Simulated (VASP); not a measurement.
# Cu (P6_3/mmc) in VASP: notebook

The runs below take Cu through single point, with PBEsol.

Program: VASP 6.6.1. These are calculated values, not measurements. Logs are shortened: lines on timing, memory, paths and dates and some standing lists are left out, and cuts for length are marked.

**1. The cell of the first run**

Symmetry: P6_3/mmc, No. 194, hexagonal system. Conventional cell: a = 2.520 Å, b = 2.520 Å, c = 8.235 Å, α = 90.00°, β = 90.00°, γ = 120.00°. Within 3.3 Å of Cu (site symmetry -3m) lie 12 Cu at 2.52 Å. Cu (site symmetry -6m2) has 12 Cu at 2.52 Å within 3.3 Å.

**2. Single point, PBEsol**

The input, INCAR:

```
SYSTEM = Cu
PREC = Accurate
ENCUT = 520
EDIFF = 1E-6
ISMEAR = 0
SIGMA = 0.1
LREAL = .FALSE.
LASPH = .TRUE.
NELM = 60
ALGO = Fast
ISIF = 2
LWAVE = .FALSE.
LCHARG = .TRUE.
GGA = PS
LELF = .TRUE.
LVHAR = .TRUE.
NBANDS = 30
```

The input, KPOINTS:

```
regular mesh
0
G
  18 18 6
  0 0 0
```

The input, POSCAR:

```
Cu
1.0
    2.5197984287      0.0000000000      0.0000000000
   -1.2598992144      2.1822094516      0.0000000000
    0.0000000000      0.0000000000      8.2352547751
Cu
4
Direct
    0.0000000000      0.0000000000      0.0000000000
    0.3333333333      0.6666666667      0.2500000000
    0.0000000000      0.0000000000      0.5000000000
    0.6666666667      0.3333333333      0.7500000000
```

Potentials or basis: VASP PAW PBE potentials, release 64 (Cu).

On the command line:

```console
cat potpaw_PBE.64/Cu/POTCAR > POTCAR
mpirun -np 1 vasp_std > vasp.out
```

OUTCAR:

```text
SYSTEM = Cu
   PREC = Accurate
   ENCUT = 520
   EDIFF = 1E-6
   ISMEAR = 0
   LREAL = .FALSE.
   LASPH = .TRUE.
   NELM = 60
   ISIF = 2
   GGA = PS

 ion  position               nearest neighbor table
   1  0.000  0.000  0.000-   2 2.52   4 2.52   2 2.52   4 2.52   4 2.52   2 2.52
   2  0.333  0.667  0.250-   1 2.52   3 2.52   1 2.52   3 2.52   1 2.52   3 2.52
   3  0.000  0.000  0.500-   2 2.52   4 2.52   2 2.52   4 2.52   4 2.52   2 2.52
   4  0.667  0.333  0.750-   1 2.52   3 2.52   1 2.52   3 2.52   1 2.52   3 2.52

  LATTYP: Found a hexagonal cell.
 ALAT       =     2.5197984287
 C/A-ratio  =     3.2682196644

  Lattice vectors:

 A1 = (   2.5197984287,   0.0000000000,   0.0000000000)
 A2 = (  -1.2598992144,   2.1822094516,   0.0000000000)
 A3 = (   0.0000000000,   0.0000000000,   8.2352547751)

Analysis of symmetry for initial positions (statically):
=====================================================================
 Subroutine PRICEL returns:
 Original cell was already a primitive cell.

 Routine SETGRP: Setting up the symmetry group for a
 hexagonal supercell.

 Subroutine GETGRP returns: Found 24 space group operations
 (whereof 12 operations were pure point group operations)
 out of a pool of 24 trial point group operations.

The static configuration has the point symmetry D_3d.
 The point group associated with its full space group is D_6h.

Analysis of symmetry for dynamics (positions and initial velocities):
=====================================================================
 Subroutine PRICEL returns:
 Original cell was already a primitive cell.

 Routine SETGRP: Setting up the symmetry group for a
 hexagonal supercell.

 Subroutine GETGRP returns: Found 24 space group operations
 (whereof 12 operations were pure point group operations)
 out of a pool of 24 trial point group operations.

The dynamic configuration has the point symmetry D_3d.
 The point group associated with its full space group is D_6h.

 Subroutine INISYM returns: Found 24 space group operations
 (whereof 12 operations are pure point group operations),
 and found     1 'primitive' translations

----------------------------------------------------------------------------------------

                                     Primitive cell

  volume of cell :      45.2834

  direct lattice vectors                    reciprocal lattice vectors
     2.519798429  0.000000000  0.000000000     0.396857141  0.229125577  0.000000000
    -1.259899214  2.182209452  0.000000000     0.000000000  0.458251154  0.000000000
     0.000000000  0.000000000  8.235254775     0.000000000  0.000000000  0.121429152

  length of vectors
     2.519798429  2.519798429  8.235254775     0.458251154  0.458251154  0.121429152

  position of ions in fractional coordinates (direct lattice)
     0.000000000  0.000000000  0.000000000
     0.333333333  0.666666667  0.250000000
     0.000000000  0.000000000  0.500000000
     0.666666667  0.333333333  0.750000000

  ion indices of the primitive-cell ions
   primitive index   ion index
                 1           1
                 2           2
                 3           3
                 4           4

----------------------------------------------------------------------------------------

 KPOINTS: regular mesh

Automatic generation of k-mesh.
 Grid dimensions read from file:
 generate k-points for:   18   18    6

 Generating k-lattice:

  Cartesian coordinates                     Fractional coordinates (reciprocal lattice)
     0.022047619  0.012729199  0.000000000     0.055555556 -0.000000000  0.000000000
     0.000000000  0.025458397  0.000000000     0.000000000  0.055555556  0.000000000
     0.000000000  0.000000000  0.020238192     0.000000000  0.000000000  0.166666667

  Length of vectors
     0.025458397  0.025458397  0.020238192

  Shift w.r.t. Gamma in fractional coordinates (k-lattice)
     0.000000000  0.000000000  0.000000000

 Subroutine IBZKPT returns following result:
 ===========================================

 Found    148 irreducible k-points:

 Following reciprocal coordinates:
            Coordinates               Weight
  0.000000  0.000000  0.000000      1.000000
  0.055556  0.000000  0.000000      6.000000
  0.111111  0.000000  0.000000      6.000000
  0.166667  0.000000  0.000000      6.000000
  0.222222  0.000000  0.000000      6.000000
  0.277778  0.000000  0.000000      6.000000
[... 16 lines left out ...]
  0.333333  0.111111  0.000000     12.000000
  0.388889  0.111111  0.000000     12.000000
 [... further k-points ...]
   k-points           NKPTS =    148   k-points in BZ     NKDIM =    148   number of bands    NBANDS=     30
   number of dos      NEDOS =    301   number of ions     NIONS =      4
   total plane-waves  NPLWV =  25600
   dimension x,y,z NGX =    20 NGY =   20 NGZ =   64
   dimension x,y,z NGXF=    40 NGYF=   40 NGZF=  128
   ions per type =               4
   NGX,Y,Z   is equivalent  to a cutoff of  13.20, 13.20, 12.92 a.u.
   NGXF,Y,Z  is equivalent  to a cutoff of  26.39, 26.39, 25.84 a.u.
 SYSTEM =  Cu
   PREC   = accura    normal or accurate (medium, high low for compatibility)
   ISTART =      0    job   : 0-new  1-cont  2-samecut
   ICHARG =      2    charge: 1-file 2-atom 10-const
   ISPIN  =      1    spin polarized calculation?
   LNONCOLLINEAR =      F non collinear calculations
   LSORBIT =      F    spin-orbit coupling
   LASPH  =      T    aspherical Exc in radial PAW
   ENCUT  =  520.0 eV  38.22 Ry    6.18 a.u.   4.69  4.69 15.31*2*pi/ulx,y,z
   NELM   =     60;   NELMIN=  2; NELMDL= -5     # of ELM steps
   EDIFF  = 0.1E-05   stopping-criterion for ELM
   LREAL  =      F    real-space projection
   EDIFFG = 0.1E-04   stopping-criterion for IOM
   NSW    =      0    number of steps for IOM
   IBRION =     -1    ionic relax: 0-MD 1-quasi-New 2-CG
   NFREE  =      0    steps in history (QN), initial steepest desc. (CG)
   ISIF   =      2    stress and relaxation
   ISYM   =      2    0-nonsym 1-usesym 2-fastsym
   POTIM  = 0.5000    time-step for ionic-motion
   TEBEG  =    0.0;   TEEND  =   0.0 temperature during run
   PSTRESS=    0.0 pullay stress
   NELECT =      44.0000    total number of electrons
   NUPDOWN=      -1.0000    fix difference up-down
   EMIN   =  10.00;   EMAX   =-10.00  energy-range for DOS
   EFERMI =   0.00;   METHOD = LEGACY
   ISMEAR =     0;   SIGMA  =   0.10  broadening in eV -4-tet -1-fermi 0-gaus
   EFERMI_NEDOS =   21; number of points for ismear=-14 and -15
   IALGO  =     68    algorithm
   IMIX   =      4    mixing-type and parameters
     AMIX     =   0.40;   BMIX     =  1.00
     AMIX_MAG =   1.60;   BMIX_MAG =  1.00
  volume/ion in A,a.u.               =      11.32        76.40
  Fermi-wavevector in a.u.,A,eV,Ry     =   1.621484  3.064160 35.772573  2.629210
  Thomas-Fermi vector in A             =   2.715252
   LORBIT       =      0    0 simple, 1 ext, 2 COOP (PROOUT), +10 PAW based schemes
   GGA     = PS    functional components
   LHFCALC =     F    Hartree Fock is set to
   AEXX    =    0.0000 exact exchange contribution
   IVDW    =     0    specifies the selected vdW correction
   LEPSILON=     F    determine dielectric tensor
   LRPA    =     F    only Hartree local field effects (RPA)
 non-spin polarized calculation
 RMM-DIIS sequential band-by-band and
 Gauss-broadening in eV      SIGMA  =   0.10
  energy-cutoff  :      520.00
  volume of cell :       45.28
 maximum number of plane-waves:      1242
 NGX is ok and might be reduce to    20
   NGX =  9   NGY =  9   NGZ = 31

 number of electron      43.9999982 magnetization

 Free energy of the ion-electron system (eV)
  ---------------------------------------------------
  ext. energy  EPLUGINS =         0.00000000
  ---------------------------------------------------
  free energy    TOTEN  =       -17.21667368 eV

  energy without entropy =      -17.20947530  energy(sigma->0) =      -17.21307449

 E-fermi :   7.8801     XC(G=0): -13.1566

 val. band max:        7.8634797797   @ k =   0.2222   0.1111   0.3333
 cond. band min:       7.8917719633   @ k =   0.2778   0.1667   0.0000
 fundamental gap:      0.0282921836
 Fermi energy:         7.8800949841

 k-point     1 :       0.0000    0.0000    0.0000
  band No.  band energies     occupation
      1      -1.7823      2.00000
      2       0.3939      2.00000
      3       0.4020      2.00000
      4       2.5951      2.00000
      5       4.5006      2.00000
      6       4.5047      2.00000
[... 22 lines left out ...]
     29      30.1621      0.00000
     30      30.4176      0.00000

 k-point     2 :       0.0556    0.0000    0.0000
  band No.  band energies     occupation
      1      -1.6791      2.00000
      2       0.4861      2.00000
      3       0.4942      2.00000
      4       2.6575      2.00000
      5       4.4476      2.00000
      6       4.4793      2.00000
[... 22 lines left out ...]
     29      29.1623      0.00000
     30      29.2475      0.00000

 k-point     3 :       0.1111    0.0000    0.0000
  band No.  band energies     occupation
      1      -1.3725      2.00000
      2       0.7559      2.00000
      3       0.7637      2.00000
      4       2.8336      2.00000
      5       4.3280      2.00000
      6       4.4137      2.00000
[... 22 lines left out ...]
     29      27.1065      0.00000
     30      27.1192      0.00000

 k-point     4 :       0.1667    0.0000    0.0000
  band No.  band energies     occupation
      1      -0.8727      2.00000
      2       1.1789      2.00000
      3       1.1862      2.00000
      4       3.0863      2.00000
      5       4.1954      2.00000
      6       4.3194      2.00000
[... 616 lines left out ...]
     29      19.7880      0.00000
     30      22.1950      0.00000

 k-point    23 :       0.3333    0.1111    0.0000
  band No.  band energies     occupation
      1       2.4197      2.00000
      2       2.8813      2.00000
      3       2.9723      2.00000
      4       3.4592      2.00000
      5       3.7590      2.00000
      6       3.8619      2.00000
[... 22 lines left out ...]
     29      19.1853      0.00000
     30      21.2814      0.00000

 k-point    24 :       0.3889    0.1111    0.0000
  band No.  band energies     occupation
      1       2.7554      2.00000
      2       2.9092      2.00000
      3       3.1747      2.00000
      4       3.4225      2.00000
      5       3.7566      2.00000
      6       3.7790      2.00000
[... 22 lines left out ...]
     29      18.7575      0.00000
     30      19.5396      0.00000

 [... further k-points ...]
[... 5 lines left out ...]
  --------------------------------------------------------------------------------------
  -------------------------------------------------------------------------------------
  Total        0.2511504      0.2511504      0.2429670     -0.0000000      0.0000000      0.0000000
  in kB        8.8859776      8.8859776      8.5964391     -0.0000000      0.0000000      0.0000000
  external PRESSURE =       8.7894648 kB  Pullay stress =       0.0000000 kB

 VOLUME and BASIS-vectors are now :
 -----------------------------------------------------------------------------
  energy-cutoff  :      520.00
  volume of cell :       45.28
      direct lattice vectors                 reciprocal lattice vectors
     2.519798429  0.000000000  0.000000000     0.396857141  0.229125577  0.000000000
    -1.259899214  2.182209452  0.000000000     0.000000000  0.458251154  0.000000000
     0.000000000  0.000000000  8.235254775     0.000000000  0.000000000  0.121429152

 POSITION                                       TOTAL-FORCE (eV/Angst)
 -----------------------------------------------------------------------------------
      0.00000      0.00000      0.00000         0.000000      0.000000     -0.000000
     -0.00000      1.45481      2.05881        -0.000000     -0.000000     -0.000000
      0.00000      0.00000      4.11763         0.000000      0.000000     -0.000000
      1.25990      0.72740      6.17644         0.000000      0.000000      0.000000
 -----------------------------------------------------------------------------------
    total drift:                                0.000000     -0.000000      0.000000

  FREE ENERGIE OF THE ION-ELECTRON SYSTEM (eV)
  ---------------------------------------------------
  free  energy   TOTEN  =       -17.2166736825 eV

  energy  without entropy=      -17.2094753033  energy(sigma->0) =      -17.21307449
```

Run time: 3.9 min. Hardware: 1 thread of AMD EPYC 7R43 (Zen 3), shared host; peak memory 0.23 GiB.

Results:

```
Free energy            : -17.2167 eV
Pressure               : 0.9 GPa
Band gap on the k mesh : zero (band 22 reaches 11.36 eV, above the bottom of band 23 at 6.10 eV)
```

Levels at points of the mesh, in eV from the Fermi level:
| k point | band 18 | band 19 | band 20 | band 21 | band 22 | band 23 | band 24 | band 25 | band 26 | band 27 |
| --- | --- | --- | --- | --- | --- | --- | --- | --- | --- | --- |
| (0.00, 0.00, 0.00) | -2.12 | -2.12 | -1.95 | -1.95 | -1.65 | -1.65 | -1.12 | 4.00 | 12.81 | 12.81 |
| (0.50, 0.00, 0.00) | -1.51 | -1.51 | -1.49 | -0.67 | 0.38 | 1.03 | 1.61 | 4.83 | 4.85 | 8.73 |
| (0.00, 0.00, 0.50) | -2.26 | -2.26 | -2.26 | -1.78 | -1.78 | -1.78 | -1.78 | 7.16 | 7.16 | 19.28 |
| (0.50, 0.00, 0.50) | -1.60 | -1.52 | -1.52 | 0.06 | 0.06 | 1.41 | 1.41 | 5.32 | 5.32 | 7.22 |

Caveat: the PAW data sets were made with another functional, which shifts forces and pressure a little.

**3. Single point, PBEsol**

The input, INCAR:

```
PREC     = Accurate       # precision mode
ENCUT    = 520            # plane-wave cutoff, eV
EDIFF    = 1E-7           # SCF threshold, eV
ISMEAR   = 0              # smearing method
SIGMA    = 0.15           # smearing width, eV
LREAL    = False          # projectors in reciprocal space
LASPH    = True           # aspherical terms in the spheres
NELM     = 100            # most SCF steps
ALGO     = Fast           # electronic algorithm
ISIF     = 2              # what is computed and relaxed
LWAVE    = False          # write WAVECAR
LCHARG   = False          # write CHGCAR
GGA      = PS             # functional
NBANDS   = 30             # bands
```

The input, KPOINTS:

```
Automatic mesh
0
Gamma
  24 24 6
```

The input, POSCAR:

```
Cu
1.0
    2.5197984277      0.0000000000      0.0000000000
   -1.2598992139      2.1822094508      0.0000000000
    0.0000000000      0.0000000000      8.2352547859
Cu
4
Direct
    0.0000000000      0.0000000000      0.0000000000
    0.3333333333      0.6666666667      0.2500000000
    0.0000000000      0.0000000000      0.5000000000
    0.6666666667      0.3333333333      0.7500000000
```

Potentials or basis: VASP PAW PBE potentials, release 64 (Cu).

On the command line:

```console
cat potpaw_PBE.64/Cu/POTCAR > POTCAR
mpirun -np 1 vasp_std > vasp.out
```

Wall time 5.3 min (1 thread of AMD EPYC 9R45 (Zen 5), shared host); peak memory 0.3 GiB.

Results (log left out):

| Item | Value |
| --- | --- |
| Free energy | -17.2247 eV |
| Pressure | 0.8 GPa |
| Band gap on the k mesh | zero (band 22 reaches 11.36 eV, above the bottom of band 23 at 6.10 eV) |

Stress tensor (GPa, compression positive):
```
0.74 0.00 0.00
0.00 0.74 0.00
0.00 0.00 1.01
```

Levels at points of the mesh, in eV from the Fermi level:
```tsv
k point	band 18	band 19	band 20	band 21	band 22	band 23	band 24	band 25	band 26	band 27
(0.00, 0.00, 0.00)	-2.18	-2.18	-2.00	-2.00	-1.70	-1.70	-1.17	3.95	12.76	12.76
(0.50, 0.00, 0.00)	-1.56	-1.56	-1.54	-0.72	0.33	0.98	1.56	4.78	4.80	8.68
(0.00, 0.00, 0.50)	-2.31	-2.31	-2.31	-1.83	-1.83	-1.83	-1.83	7.10	7.10	19.23
(0.50, 0.00, 0.50)	-1.65	-1.57	-1.57	0.01	0.01	1.36	1.36	5.27	5.27	7.16
```

Caveat: the PAW data sets were made with another functional, which shifts forces and pressure a little.

**4. Single point, PBEsol (biaxial strain in the a-b plane: -1.5 %, then relaxed in part)**

The input, INCAR:

```
SYSTEM = Cu
PREC = Accurate ; ENCUT = 520
EDIFF = 1E-6 ; ISMEAR = 0
SIGMA = 0.1 ; LREAL = .FALSE.
LASPH = .TRUE. ; NELM = 100
ALGO = Fast ; ISIF = 2
LWAVE = .FALSE. ; LCHARG = .FALSE.
GGA = PS ; NBANDS = 30
```

The input, KPOINTS:

```
regular mesh
0
G
  24 24 6
  0 0 0
```

The input, POSCAR:

```
Cu
1.0
    2.4820014513      0.0000000000      0.0000000000
   -1.2410007256      2.1494763091      0.0000000000
    0.0000000000      0.0000000000      8.3217868776
Cu
4
Direct
    0.0000000000      0.0000000000      0.0000000000
    0.3333333333      0.6666666667      0.2500000000
    0.0000000000      0.0000000000      0.5000000000
    0.6666666667      0.3333333333      0.7500000000
```

On the command line:

```console
cat potpaw_PBE.64/Cu/POTCAR > POTCAR
mpirun -np 1 vasp_std > vasp.out
```

Run time: 2.1 min. Hardware: 1 thread of Intel Xeon 6975P-C (Granite Rapids), shared host; peak memory 0.33 GiB.

It converged, with:

| Quantity | Value |
| --- | --- |
| Free energy | -17.1956 eV |
| Pressure | 4.4 GPa |
| Band gap on the k mesh | zero (band 22 reaches 11.81 eV, above the bottom of band 23 at 6.34 eV) |

Stress tensor (GPa, compression positive):
```
6.22 0.00 0.00
0.00 6.22 0.00
0.00 0.00 0.83
```

Levels at points of the mesh, in eV from the Fermi level:
```tsv
k point	band 20	band 21	band 22	band 23	band 24	band 25
(0.00, 0.00, 0.00)	-2.04	-2.04	-1.74	-1.74	-1.47	3.69
(0.50, 0.00, 0.00)	-1.55	-0.71	0.32	1.06	1.65	4.97
(0.00, 0.00, 0.50)	-2.32	-1.86	-1.86	-1.86	-1.86	6.74
(0.50, 0.00, 0.50)	-1.56	0.04	0.04	1.42	1.42	5.39
```

Caveat: the cell differs from its parent crystal (biaxial strain in the a-b plane: -1.5 %, then relaxed in part); the PAW data sets were made with another functional, which shifts forces and pressure a little.

(Continued in part 2 of 2.)
